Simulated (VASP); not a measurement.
# NaI (Fm-3m) in VASP: G0W0 quasiparticle levels with LDA

Aim: the G0W0 quasiparticle levels of NaI with LDA.

Everything below comes from runs of VASP 6.6.1. Logs are shortened: lines on timing, memory, paths and dates and some standing lists are left out, and cuts for length are marked.

## (1) The cell of the first run

Symmetry: Fm-3m, No. 225, cubic system. Conventional cell: a = 6.459 Å, b = 6.459 Å, c = 6.459 Å, α = 90.00°, β = 90.00°, γ = 90.00°. Within 4.2 Å of Na (site symmetry m-3m) lie 6 I at 3.23 Å. I (site symmetry m-3m) has 6 Na at 3.23 Å within 4.2 Å.

## (2) G0W0 quasiparticle levels, LDA

Input file POSCAR:

```
NaI
1.0
    0.0000000000      3.2297205363      3.2297205363
    3.2297205363      0.0000000000      3.2297205363
    3.2297205363      3.2297205363      0.0000000000
Na I
1 1
Direct
    0.0000000000      0.0000000000      0.0000000000
    0.5000000000      0.5000000000      0.5000000000
```

Input file INCAR.step1:

```
PREC = Accurate
ENCUT = 500
EDIFF = 1E-8
ISMEAR = 0
SIGMA = 0.01
LREAL = F
LASPH = T
NELM = 100
ALGO = Normal
LWAVE = T
LCHARG = F
GGA = CA
```

Input file INCAR.step2:

```
PREC = Accurate
ENCUT = 500
EDIFF = 1E-8
ISMEAR = 0
SIGMA = 0.01
LREAL = F
LASPH = T
NELM = 1
ALGO = Exact
LWAVE = T
LCHARG = F
GGA = CA
NBANDS = 261
LOPTICS = T
ISTART = 1
```

Input file INCAR.step3:

```
PREC = Accurate
ENCUT = 500
EDIFF = 1E-8
ISMEAR = 0
SIGMA = 0.01
LREAL = F
LASPH = T
ALGO = EVGW0
LWAVE = F
LCHARG = F
GGA = CA
NELMGW = 1
NBANDS = 261
ENCUTGW = 140.0
NOMEGA = 48
PRECFOCK = Fast
ISTART = 1
NBANDSGW = 16
```

Input file KPOINTS:

```
regular mesh
0
Gamma
  4 4 4
```

Potentials or basis: VASP PAW LDA potentials, release 64 (Na_sv_GW, I_GW).

Launch:

```sh
cat potpaw_LDA.64/Na_sv_GW/POTCAR potpaw_LDA.64/I_GW/POTCAR > POTCAR
cp INCAR.step1 INCAR
mpirun -np 1 vasp_std > vasp.out
cp INCAR.step2 INCAR
mpirun -np 1 vasp_std > vasp.out
cp INCAR.step3 INCAR
mpirun -np 1 vasp_std > vasp.out
```

OUTCAR:

```text
PREC = Accurate
   ENCUT = 500
   EDIFF = 1E-8
   ISMEAR = 0
   LREAL = F
   LASPH = T
   GGA = CA
   NELMGW = 1
   ENCUTGW = 140.0
   PRECFOCK = Fast
   ISTART = 1

 ion  position               nearest neighbor table
   1  0.000  0.000  0.000-
   2  0.500  0.500  0.500-

  LATTYP: Found a face centered cubic cell.
 ALAT       =     6.4594410726

  Lattice vectors:

 A1 = (   0.0000000000,   3.2297205363,   3.2297205363)
 A2 = (   3.2297205363,   0.0000000000,   3.2297205363)
 A3 = (   3.2297205363,   3.2297205363,   0.0000000000)

Analysis of symmetry for initial positions (statically):
=====================================================================
 Subroutine PRICEL returns:
 Original cell was already a primitive cell.

 Routine SETGRP: Setting up the symmetry group for a
 face centered cubic supercell.

 Subroutine GETGRP returns: Found 48 space group operations
 (whereof 48 operations were pure point group operations)
 out of a pool of 48 trial point group operations.

The static configuration has the point symmetry O_h .

Analysis of symmetry for dynamics (positions and initial velocities):
=====================================================================
 Subroutine PRICEL returns:
 Original cell was already a primitive cell.

 Routine SETGRP: Setting up the symmetry group for a
 face centered cubic supercell.

 Subroutine GETGRP returns: Found 48 space group operations
 (whereof 48 operations were pure point group operations)
 out of a pool of 48 trial point group operations.

The dynamic configuration has the point symmetry O_h .

 Subroutine INISYM returns: Found 48 space group operations
 (whereof 48 operations are pure point group operations),
 and found     1 'primitive' translations

----------------------------------------------------------------------------------------

                                     Primitive cell

  volume of cell :      67.3790

  direct lattice vectors                    reciprocal lattice vectors
     0.000000000  3.229720536  3.229720536    -0.154812156  0.154812156  0.154812156
[... 46 lines left out ...]
  0.250000  0.250000  0.000000      6.000000
  0.500000  0.250000  0.000000     24.000000
 -0.250000  0.250000  0.000000     12.000000
  0.500000  0.500000  0.000000      3.000000
 -0.250000  0.500000  0.250000      6.000000
   k-points           NKPTS =      8   k-points in BZ     NKDIM =     64   number of bands    NBANDS=    261
   number of dos      NEDOS =    301   number of ions     NIONS =      2
   total plane-waves  NPLWV =  46656
   dimension x,y,z NGX =    36 NGY =   36 NGZ =   36
   dimension x,y,z NGXF=    72 NGYF=   72 NGZF=   72
   ions per type =               1   1
   NGX,Y,Z   is equivalent  to a cutoff of  13.10, 13.10, 13.10 a.u.
   NGXF,Y,Z  is equivalent  to a cutoff of  26.21, 26.21, 26.21 a.u.
 SYSTEM =  unknown system
   PREC   = accura    normal or accurate (medium, high low for compatibility)
   ISTART =      1    job   : 0-new  1-cont  2-samecut
   ICHARG =      0    charge: 1-file 2-atom 10-const
   ISPIN  =      1    spin polarized calculation?
   LNONCOLLINEAR =      F non collinear calculations
   LSORBIT =      F    spin-orbit coupling
   LASPH  =      T    aspherical Exc in radial PAW
   ENCUT  =  500.0 eV  36.75 Ry    6.06 a.u.   8.33  8.33  8.33*2*pi/ulx,y,z
   NELM   =     60;   NELMIN=  2; NELMDL=  0     # of ELM steps
   EDIFF  = 0.1E-07   stopping-criterion for ELM
   LREAL  =      F    real-space projection
   EDIFFG = 0.1E-06   stopping-criterion for IOM
   NSW    =      0    number of steps for IOM
   IBRION =     -1    ionic relax: 0-MD 1-quasi-New 2-CG
   NFREE  =      0    steps in history (QN), initial steepest desc. (CG)
   ISIF   =      0    stress and relaxation
   ISYM   =      3    0-nonsym 1-usesym 2-fastsym
   POTIM  = 0.5000    time-step for ionic-motion
   TEBEG  =    0.0;   TEEND  =   0.0 temperature during run
   PSTRESS=    0.0 pullay stress
   NELECT =      16.0000    total number of electrons
   NUPDOWN=      -1.0000    fix difference up-down
   EMIN   =  10.00;   EMAX   =-10.00  energy-range for DOS
   EFERMI =   0.00;   METHOD = LEGACY
   ISMEAR =     0;   SIGMA  =   0.01  broadening in eV -4-tet -1-fermi 0-gaus
   EFERMI_NEDOS =   21; number of points for ismear=-14 and -15
   IALGO  =     38    algorithm
   IMIX   =      4    mixing-type and parameters
     AMIX     =   0.40;   BMIX     =  1.00
     AMIX_MAG =   1.60;   BMIX_MAG =  1.00
  volume/ion in A,a.u.               =      33.69       227.35
  Fermi-wavevector in a.u.,A,eV,Ry     =   1.013771  1.915749 13.983139  1.027732
  Thomas-Fermi vector in A             =   2.146959
   LORBIT       =      0    0 simple, 1 ext, 2 COOP (PROOUT), +10 PAW based schemes
   GGA     = CA    functional components
   LHFCALC =     T    Hartree Fock is set to
   PRECFOCK=fast      Normal, Fast or Accurate (Low or Medium for compatibility)
   ENCUT4O =  -1.0   cutoff for four orbital integrals eV
   NKREDX  =     1    reduce k-point grid by
   NKREDY  =     1    reduce k-point grid by
   NKREDZ  =     1    reduce k-point grid by
   AEXX    =    1.0000 exact exchange contribution
   HFSCREEN=    0.0000 screening length (either q_TF or 0.3 A-1)
   HFSCREENC=   0.0000 screening length for correlation (either q_TF or 0.3 A-1)
   ENCUTFOCK=  -1.0 apply spherical cutoff to Coloumb kernel
   IVDW    =     0    specifies the selected vdW correction
   LEPSILON=     F    determine dielectric tensor
   LRPA    =     F    only Hartree local field effects (RPA)
   LRPAFORCE           =     F    calculate RPA forces
   ENCUTGW             = 140.0    cutoff for response function in eV
   ENCUTGWSOFT         = 112.0    soft cutoff for Coulomb kernel in GW response function in eV
   ENCUTLF             =  -1.0    cutoff for local field effects
   NELMGW              =     1    number of iterations in solving QP/BSE equation
   NELMHF              =     1    number of iterations in the inner HF iteration
   NKREDLFX            =     1    NKREDLFY  =   1   NKREDLFZ  =   1
 non-spin polarized calculation
 Gauss-broadening in eV      SIGMA  =   0.01
  energy-cutoff  :      500.00
  volume of cell :       67.38
 maximum number of plane-waves:      1724
 NGX is ok and might be reduce to    36
  NGX = 18; NGY = 18; NGZ = 18
   NGX = 17   NGY = 17   NGZ = 17
 maximum number of plane-waves:       266
 NGX is ok and might be reduce to    18

 QP shifts <psi_nk| G(iteration)W_0 |psi_nk>: iteration 1
 for sc-GW calculations column KS-energies equals QP-energies in previous step
 and V_xc(KS)=  KS-energies - (<T + V_ion + V_H > + <T+V_H+V_ion>^1  + <V_x>^1)

 k-point   1 :       0.0000    0.0000    0.0000
  band No.  KS-energies  QP-energies   sigma(KS)   V_xc(KS)     V^pw_x(r,r')   Z            occupation Imag(sigma)

      1     -49.1467     -58.0246     -40.6187     -28.4414     -48.8533       0.7291       2.0000       0.5684
      2     -21.7169     -26.9675     -34.9898     -28.2012     -41.2382       0.7734       2.0000       0.3453
      3     -21.7169     -26.9675     -34.9898     -28.2012     -41.2382       0.7734       2.0000       0.3453
      4     -21.7169     -26.9675     -34.9898     -28.2012     -41.2382       0.7734       2.0000       0.3453
      5     -10.4340     -11.6715     -13.8718     -12.1728     -18.9278       0.7284       2.0000       1.6122
      6       0.6633      -0.6569     -13.1554     -11.4722     -14.2664       0.7843       2.0000       0.2035
[... 135 lines left out ...]
      2     -21.7196     -26.8651     -34.9771     -28.1901     -41.2244       0.7581       2.0000       0.3469
      3     -21.7196     -26.8651     -34.9771     -28.1901     -41.2244       0.7581       2.0000       0.3469
      4     -21.7196     -26.8651     -34.9771     -28.1901     -41.2244       0.7581       2.0000       0.3469
      5     -10.0245     -11.2229     -14.1653     -12.5667     -19.0738       0.7497       2.0000       1.5048
      6      -0.8016      -2.2228     -12.1349     -10.3006     -13.6161       0.7748       2.0000       0.2689
[... 8 lines left out ...]
     15      13.3364      14.4851      -7.2242      -8.6598      -2.9635       0.8002       0.0000      -0.5332
     16      14.2552      15.2840      -7.9084      -9.2050      -3.5305       0.7935       0.0000      -0.5616
```

OUTCAR.step1:

```text
PREC = Accurate
   ENCUT = 500
   EDIFF = 1E-8
   ISMEAR = 0
   LREAL = F
   LASPH = T
[... 321 lines left out ...]
 -----------------------------------------------------------------------------------
      0.00000      0.00000      0.00000        -0.000000      0.000000     -0.000000
      3.22972      3.22972      3.22972         0.000000     -0.000000      0.000000
 -----------------------------------------------------------------------------------
    total drift:                                0.000000      0.000000      0.000000

  FREE ENERGIE OF THE ION-ELECTRON SYSTEM (eV)
  ---------------------------------------------------
  free  energy   TOTEN  =        -8.0922812317 eV

  energy  without entropy=       -8.0922812317  energy(sigma->0) =       -8.09228123
```

Run time: 12 min. Hardware: 1 thread of AMD EPYC 7R13, shared host; peak memory 0.8 GiB.

What came out:

```
Band gap on the k mesh, mean-field level : 3.35 eV, direct
Quasiparticle gap                        : 5.62 eV
Least direct quasiparticle gap           : 5.62 eV
```

Levels at points of the mesh, in eV from the valence-band top:
```tsv
k point	band 4	band 5	band 6	band 7	band 8	band 9	band 10	band 11	band 12
(0.00, 0.00, 0.00)	-22.38	-11.10	0.00	0.00	0.00	3.35	7.82	7.82	7.82
(0.50, 0.00, 0.00)	-22.38	-10.78	-2.27	-0.29	-0.29	4.85	7.30	7.30	8.52
(0.50, 0.50, 0.00)	-22.38	-10.70	-1.98	-0.77	-0.77	4.27	5.37	9.65	11.05
```

Caveat: the k points lie up to 0.42 Å⁻¹ apart; bands, screening cutoff and mesh are small and nothing is extrapolated, so the quasiparticle values aren't converged; spin-orbit coupling is left out, which moves the levels of the heavy elements.
